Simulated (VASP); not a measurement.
# BN (sol) (P6_3mc) in VASP: further runs

The runs below take BN (sol) through single point, with PBEsol.

Program: VASP 6.6.1. These are calculated values, not measurements. Logs are shortened: lines on timing, memory, paths and dates and some standing lists are left out, and cuts for length are marked.

## 1. The cell of the first run

Symmetry: P6_3mc, No. 186, hexagonal system. The conventional cell has a = 2.541 Å, b = 2.541 Å, c = 4.203 Å, α = 90.00°, β = 90.00°, γ = 120.00°. B (site symmetry 3m) has 4 N at 1.56 to 1.57 Å within 2.1 Å. N (site symmetry 3m) has 4 B at 1.56 to 1.57 Å within 2.1 Å.

## 2. Single point, PBEsol

Contents of INCAR:

```
PREC     = Accurate       # precision mode
ENCUT    = 520            # plane-wave cutoff, eV
EDIFF    = 1E-6           # SCF threshold, eV
ISMEAR   = 0              # smearing method
SIGMA    = 0.01           # smearing width, eV
LREAL    = False          # projectors in reciprocal space
LASPH    = True           # aspherical terms in the spheres
NELM     = 60             # most SCF steps
ALGO     = Normal         # electronic algorithm
ISIF     = 2              # what is computed and relaxed
LWAVE    = False          # write WAVECAR
LCHARG   = True           # write CHGCAR
GGA      = PS             # functional
LELF     = True           # ELF
LVHAR    = True         
NBANDS   = 16             # bands
```

Contents of KPOINTS:

```
Automatic mesh
0
Gamma
  12 12 6
```

Contents of POSCAR:

```
BN
1.0
    2.5405666191      0.0000000000      0.0000000000
   -1.2702833096      2.2001952322      0.0000000000
    0.0000000000      0.0000000000      4.2026461249
B N
2 2
Direct
    0.3333333333      0.6666666667     -0.0002367525
    0.6666666667      0.3333333333      0.4997632475
    0.3333333333      0.6666666667      0.3742367525
    0.6666666667      0.3333333333      0.8742367525
```

Potentials or basis: VASP PAW PBE potentials, release 64 (B, N).

Launch:

```sh
cat potpaw_PBE.64/B/POTCAR potpaw_PBE.64/N/POTCAR > POTCAR
mpirun -np 1 vasp_std > vasp.out
```

OUTCAR:

```text
PREC = Accurate
   ENCUT = 520
   EDIFF = 1E-6
   ISMEAR = 0
   LREAL = False
   LASPH = True
   NELM = 60
   ISIF = 2
   GGA = PS

 ion  position               nearest neighbor table
   1  0.333  0.667  1.000-   4 1.56   4 1.56   4 1.56   3 1.57
   2  0.667  0.333  0.500-   3 1.56   3 1.56   3 1.56   4 1.57
   3  0.333  0.667  0.374-   2 1.56   2 1.56   2 1.56   1 1.57
   4  0.667  0.333  0.874-   1 1.56   1 1.56   1 1.56   2 1.57

  LATTYP: Found a hexagonal cell.
 ALAT       =     2.5405666191
 C/A-ratio  =     1.6542160687

  Lattice vectors:

 A1 = (   2.5405666191,   0.0000000000,   0.0000000000)
 A2 = (  -1.2702833096,   2.2001952322,   0.0000000000)
 A3 = (   0.0000000000,   0.0000000000,   4.2026461249)

Analysis of symmetry for initial positions (statically):
=====================================================================
 Subroutine PRICEL returns:
 Original cell was already a primitive cell.

 Routine SETGRP: Setting up the symmetry group for a
 hexagonal supercell.

 Subroutine GETGRP returns: Found 12 space group operations
 (whereof  6 operations were pure point group operations)
 out of a pool of 24 trial point group operations.

The static configuration has the point symmetry C_3v.
 The point group associated with its full space group is C_6v.

Analysis of symmetry for dynamics (positions and initial velocities):
=====================================================================
 Subroutine PRICEL returns:
 Original cell was already a primitive cell.

 Routine SETGRP: Setting up the symmetry group for a
 hexagonal supercell.

 Subroutine GETGRP returns: Found 12 space group operations
 (whereof  6 operations were pure point group operations)
 out of a pool of 24 trial point group operations.

The dynamic configuration has the point symmetry C_3v.
 The point group associated with its full space group is C_6v.

 Subroutine INISYM returns: Found 12 space group operations
 (whereof  6 operations are pure point group operations),
 and found     1 'primitive' translations

----------------------------------------------------------------------------------------

                                     Primitive cell

  volume of cell :      23.4917

  direct lattice vectors                    reciprocal lattice vectors
     2.540566619  0.000000000  0.000000000     0.393612981  0.227252560  0.000000000
    -1.270283310  2.200195232  0.000000000     0.000000000  0.454505121  0.000000000
     0.000000000  0.000000000  4.202646125     0.000000000  0.000000000  0.237945325

  length of vectors
     2.540566619  2.540566619  4.202646125     0.454505121  0.454505121  0.237945325

  position of ions in fractional coordinates (direct lattice)
     0.333333333  0.666666667  0.999763247
     0.666666667  0.333333333  0.499763247
     0.333333333  0.666666667  0.374236753
     0.666666667  0.333333333  0.874236753

  ion indices of the primitive-cell ions
   primitive index   ion index
                 1           1
                 2           2
                 3           3
                 4           4

----------------------------------------------------------------------------------------

 KPOINTS: Automatic mesh

Automatic generation of k-mesh.
 Grid dimensions read from file:
 generate k-points for:   12   12    6

 Generating k-lattice:

  Cartesian coordinates                     Fractional coordinates (reciprocal lattice)
     0.032801082  0.018937713  0.000000000     0.083333333 -0.000000000  0.000000000
     0.000000000  0.037875427  0.000000000     0.000000000  0.083333333  0.000000000
     0.000000000  0.000000000  0.039657554     0.000000000  0.000000000  0.166666667

  Length of vectors
     0.037875427  0.037875427  0.039657554

  Shift w.r.t. Gamma in fractional coordinates (k-lattice)
     0.000000000  0.000000000  0.000000000

 Subroutine IBZKPT returns following result:
 ===========================================

 Found     76 irreducible k-points:

 Following reciprocal coordinates:
            Coordinates               Weight
  0.000000  0.000000  0.000000      1.000000
  0.083333  0.000000  0.000000      6.000000
  0.166667  0.000000  0.000000      6.000000
  0.250000  0.000000  0.000000      6.000000
  0.333333  0.000000  0.000000      6.000000
  0.416667  0.000000  0.000000      6.000000
[... 16 lines left out ...]
  0.250000  0.000000  0.166667     12.000000
  0.333333  0.000000  0.166667     12.000000
 [... further k-points ...]
   k-points           NKPTS =     76   k-points in BZ     NKDIM =     76   number of bands    NBANDS=     16
   number of dos      NEDOS =    301   number of ions     NIONS =      4
   total plane-waves  NPLWV =  12800
   dimension x,y,z NGX =    20 NGY =   20 NGZ =   32
   dimension x,y,z NGXF=    40 NGYF=   40 NGZF=   64
   ions per type =               2   2
   NGX,Y,Z   is equivalent  to a cutoff of  13.09, 13.09, 12.66 a.u.
   NGXF,Y,Z  is equivalent  to a cutoff of  26.17, 26.17, 25.32 a.u.
 SYSTEM =  unknown system
   PREC   = accura    normal or accurate (medium, high low for compatibility)
   ISTART =      0    job   : 0-new  1-cont  2-samecut
   ICHARG =      2    charge: 1-file 2-atom 10-const
   ISPIN  =      1    spin polarized calculation?
   LNONCOLLINEAR =      F non collinear calculations
   LSORBIT =      F    spin-orbit coupling
   LASPH  =      T    aspherical Exc in radial PAW
   ENCUT  =  520.0 eV  38.22 Ry    6.18 a.u.   4.72  4.72  7.81*2*pi/ulx,y,z
   NELM   =     60;   NELMIN=  2; NELMDL= -5     # of ELM steps
   EDIFF  = 0.1E-05   stopping-criterion for ELM
   LREAL  =      F    real-space projection
   EDIFFG = 0.1E-04   stopping-criterion for IOM
   NSW    =      0    number of steps for IOM
   IBRION =     -1    ionic relax: 0-MD 1-quasi-New 2-CG
   NFREE  =      0    steps in history (QN), initial steepest desc. (CG)
   ISIF   =      2    stress and relaxation
   ISYM   =      2    0-nonsym 1-usesym 2-fastsym
   POTIM  = 0.5000    time-step for ionic-motion
   TEBEG  =    0.0;   TEEND  =   0.0 temperature during run
   PSTRESS=    0.0 pullay stress
   NELECT =      16.0000    total number of electrons
   NUPDOWN=      -1.0000    fix difference up-down
   EMIN   =  10.00;   EMAX   =-10.00  energy-range for DOS
   EFERMI =   0.00;   METHOD = LEGACY
   ISMEAR =     0;   SIGMA  =   0.01  broadening in eV -4-tet -1-fermi 0-gaus
   EFERMI_NEDOS =   21; number of points for ismear=-14 and -15
   IALGO  =     38    algorithm
   IMIX   =      4    mixing-type and parameters
     AMIX     =   0.40;   BMIX     =  1.00
     AMIX_MAG =   1.60;   BMIX_MAG =  1.00
  volume/ion in A,a.u.               =       5.87        39.63
  Fermi-wavevector in a.u.,A,eV,Ry     =   1.440378  2.721921 28.227872  2.074690
  Thomas-Fermi vector in A             =   2.559129
   LORBIT       =      0    0 simple, 1 ext, 2 COOP (PROOUT), +10 PAW based schemes
   GGA     = PS    functional components
   LHFCALC =     F    Hartree Fock is set to
   AEXX    =    0.0000 exact exchange contribution
   IVDW    =     0    specifies the selected vdW correction
   LEPSILON=     F    determine dielectric tensor
   LRPA    =     F    only Hartree local field effects (RPA)
 non-spin polarized calculation
 Gauss-broadening in eV      SIGMA  =   0.01
  energy-cutoff  :      520.00
  volume of cell :       23.49
 maximum number of plane-waves:       652
 NGX is ok and might be reduce to    20
   NGX =  9   NGY =  9   NGZ = 15

 number of electron      16.0000000 magnetization

 Free energy of the ion-electron system (eV)
  ---------------------------------------------------
  ext. energy  EPLUGINS =         0.00000000
  ---------------------------------------------------
  free energy    TOTEN  =       -36.62571513 eV

  energy without entropy =      -36.62571513  energy(sigma->0) =      -36.62571513

 E-fermi :   7.6997     XC(G=0): -13.0349

 val. band max:        7.5953348462   @ k =   0.0000   0.0000   0.0000
 cond. band min:      12.5411884595   @ k =   0.3333   0.3333   0.0000
 fundamental gap:      4.9458536133
 Fermi energy:         7.6996745846

 k-point     1 :       0.0000    0.0000    0.0000
  band No.  band energies     occupation
      1     -12.9042      2.00000
      2      -8.6735      2.00000
      3      -3.4750      2.00000
      4       5.4468      2.00000
      5       5.4468      2.00000
      6       7.3132      2.00000
[... 8 lines left out ...]
     15      19.4898      0.00000
     16      23.7398      0.00000

 k-point     2 :       0.0833    0.0000    0.0000
  band No.  band energies     occupation
      1     -12.7514      2.00000
      2      -8.5557      2.00000
      3      -3.3238      2.00000
      4       4.7463      2.00000
      5       5.1584      2.00000
      6       7.0158      2.00000
[... 8 lines left out ...]
     15      19.9355      0.00000
     16      23.5025      0.00000

 k-point     3 :       0.1667    0.0000    0.0000
  band No.  band energies     occupation
      1     -12.2978      2.00000
      2      -8.2184      2.00000
      3      -2.8756      2.00000
      4       3.0625      2.00000
      5       4.4834      2.00000
      6       5.5930      2.00000
[... 8 lines left out ...]
     15      21.0940      0.00000
     16      22.8087      0.00000

 k-point     4 :       0.2500    0.0000    0.0000
  band No.  band energies     occupation
      1     -11.5600      2.00000
      2      -7.7239      2.00000
      3      -2.1515      2.00000
      4       1.0681      2.00000
      5       3.7298      2.00000
      6       3.8119      2.00000
[... 8 lines left out ...]
     15      22.5909      0.00000
     16      22.9926      0.00000

 k-point     5 :       0.3333    0.0000    0.0000
  band No.  band energies     occupation
      1     -10.5781      2.00000
      2      -7.2430      2.00000
      3      -1.2266      2.00000
      4      -0.6930      2.00000
      5       2.0276      2.00000
      6       3.0967      2.00000
[... 8 lines left out ...]
     15      23.4493      0.00000
     16      24.0379      0.00000

 k-point     6 :       0.4167    0.0000    0.0000
  band No.  band energies     occupation
      1      -9.4635      2.00000
      2      -7.1507      2.00000
      3      -1.8024      2.00000
      4      -0.1872      2.00000
      5       0.5851      2.00000
      6       2.6860      2.00000
[... 8 lines left out ...]
     15      23.6832      0.00000
     16      25.0784      0.00000
[... 267 lines left out ...]
 k-point    21 :       0.0833    0.0000    0.1667
  band No.  band energies     occupation
      1     -12.5843      2.00000
      2      -9.1333      2.00000
      3      -2.4551      2.00000
      4       4.8714      2.00000
      5       5.2821      2.00000
      6       6.2340      2.00000
[... 8 lines left out ...]
     15      19.6193      0.00000
     16      23.1882      0.00000

 k-point    22 :       0.1667    0.0000    0.1667
  band No.  band energies     occupation
      1     -12.1330      2.00000
      2      -8.7664      2.00000
      3      -2.0602      2.00000
      4       3.2082      2.00000
      5       4.6164      2.00000
      6       5.1485      2.00000
[... 8 lines left out ...]
     15      20.7742      0.00000
     16      22.8443      0.00000

 k-point    23 :       0.2500    0.0000    0.1667
  band No.  band energies     occupation
      1     -11.4000      2.00000
      2      -8.2116      2.00000
      3      -1.4826      2.00000
      4       1.2864      2.00000
      5       3.3712      2.00000
      6       3.8703      2.00000
[... 8 lines left out ...]
     15      22.2510      0.00000
     16      23.0969      0.00000

 k-point    24 :       0.3333    0.0000    0.1667
  band No.  band energies     occupation
      1     -10.4281      2.00000
      2      -7.6129      2.00000
      3      -1.3313      2.00000
      4       0.1326      2.00000
      5       1.5697      2.00000
      6       3.2420      2.00000
[... 8 lines left out ...]
     15      23.6498      0.00000
     16      23.9082      0.00000

 [... further k-points ...]
[... 5 lines left out ...]
  --------------------------------------------------------------------------------------
  -------------------------------------------------------------------------------------
  Total        0.1218590      0.1218590      0.1099112     -0.0000000      0.0000000      0.0000000
  in kB        8.3110081      8.3110081      7.4961428     -0.0000000      0.0000000      0.0000000
  external PRESSURE =       8.0393864 kB  Pullay stress =       0.0000000 kB

 VOLUME and BASIS-vectors are now :
 -----------------------------------------------------------------------------
  energy-cutoff  :      520.00
  volume of cell :       23.49
      direct lattice vectors                 reciprocal lattice vectors
     2.540566619  0.000000000  0.000000000     0.393612981  0.227252560  0.000000000
    -1.270283310  2.200195232  0.000000000     0.000000000  0.454505121  0.000000000
     0.000000000  0.000000000  4.202646125     0.000000000  0.000000000  0.237945325

 POSITION                                       TOTAL-FORCE (eV/Angst)
 -----------------------------------------------------------------------------------
     -0.00000      1.46680      4.20165         0.000000      0.000000      0.004278
      1.27028      0.73340      2.10033        -0.000000      0.000000      0.004278
     -0.00000      1.46680      1.57278        -0.000000      0.000000     -0.004278
      1.27028      0.73340      3.67411         0.000000     -0.000000     -0.004278
 -----------------------------------------------------------------------------------
    total drift:                               -0.000000     -0.000000     -0.000503

  FREE ENERGIE OF THE ION-ELECTRON SYSTEM (eV)
  ---------------------------------------------------
  free  energy   TOTEN  =       -36.6257151334 eV

  energy  without entropy=      -36.6257151334  energy(sigma->0) =      -36.62571513
```

It took 11 s on 1 thread of Intel Xeon 6975P-C (Granite Rapids), shared host; peak memory 0.14 GiB.

Results:

- Free energy: -36.6257 eV
- Pressure: 0.8 GPa
- Largest force: 0.004 eV/Å
- Band gap on the k mesh: 4.95 eV, indirect (least direct gap 8.23 eV)

Forces in eV/Å, atoms in the order of the input:
```
B    0.000  0.000  0.004
B    0.000  0.000  0.004
N    0.000  0.000 -0.004
N    0.000  0.000 -0.004
```

Stress tensor (GPa, compression positive):
```
0.83 0.00 0.00
0.00 0.83 0.00
0.00 0.00 0.75
```

Caveat: the PAW data sets were made with another functional, which shifts forces and pressure a little. As with any semilocal functional, this PBEsol gap is likely too small.

## 3. Single point, PBEsol

Contents of INCAR:

```
SYSTEM = BN
PREC = Accurate ; ENCUT = 520
EDIFF = 1E-7 ; ISMEAR = 0
SIGMA = 0.01 ; LREAL = .False.
LASPH = .True. ; NELM = 60
ALGO = Normal ; ISIF = 2
LWAVE = .False. ; LCHARG = .True.
GGA = PS ; LELF = .True.
LVHAR = .True. ; NBANDS = 16
```

Contents of KPOINTS:

```
Automatic mesh
0
Gamma
  12 12 6
  0 0 0
```

Contents of POSCAR:

```
BN
1.0
    2.5405666191      0.0000000000      0.0000000000
   -1.2702833096      2.2001952322      0.0000000000
    0.0000000000      0.0000000000      4.2026461249
B N
2 2
Direct
    0.3333333333      0.6666666667     -0.0096512396
    0.6666666667      0.3333333333      0.4903487604
    0.3333333333      0.6666666667      0.3836512396
    0.6666666667      0.3333333333      0.8836512396
```

Potentials or basis: VASP PAW PBE potentials, release 64 (B, N).

Launch:

```sh
cat potpaw_PBE.64/B/POTCAR potpaw_PBE.64/N/POTCAR > POTCAR
mpirun -np 1 vasp_std > vasp.out
```

Run time: 11 s. Hardware: 1 thread of Intel Xeon 6975P-C (Granite Rapids), shared host; peak memory 0.14 GiB.

Results (log left out):

```yaml
Free_energy: -36.4938 eV
Pressure: 3.2 GPa
Largest_force: 1.551 eV/Å
Band_gap_on_the_k_mesh: 5.31 eV, indirect (least direct gap 7.49 eV)
```

Forces in eV/Å, atoms in the order of the input:
```
B    0.000  0.000  1.551
B    0.000  0.000  1.551
N    0.000  0.000 -1.551
N    0.000  0.000 -1.551
```

Stress tensor (GPa, compression positive):
```
3.19 0.00 0.00
0.00 3.19 0.00
0.00 0.00 3.32
```

Levels at points of the mesh, in eV from the valence-band top:
```
           k point  band 5  band 6  band 7  band 8  band 9  band 10  band 11  band 12
(0.00, 0.00, 0.00)   -2.81   -0.85   -0.85    0.00    7.49     8.05     8.05     9.06
(0.50, 0.00, 0.00)   -7.15   -5.73   -4.41   -3.10    6.07     7.54    11.06    11.24
(0.00, 0.00, 0.50)   -1.92   -1.92   -1.92   -1.92    8.91     8.91     9.43     9.43
(0.50, 0.00, 0.50)   -4.59   -4.59   -3.62   -3.62    5.85     5.85     9.10     9.10
```

Caveat: the PAW data sets were made with another functional, which shifts forces and pressure a little.
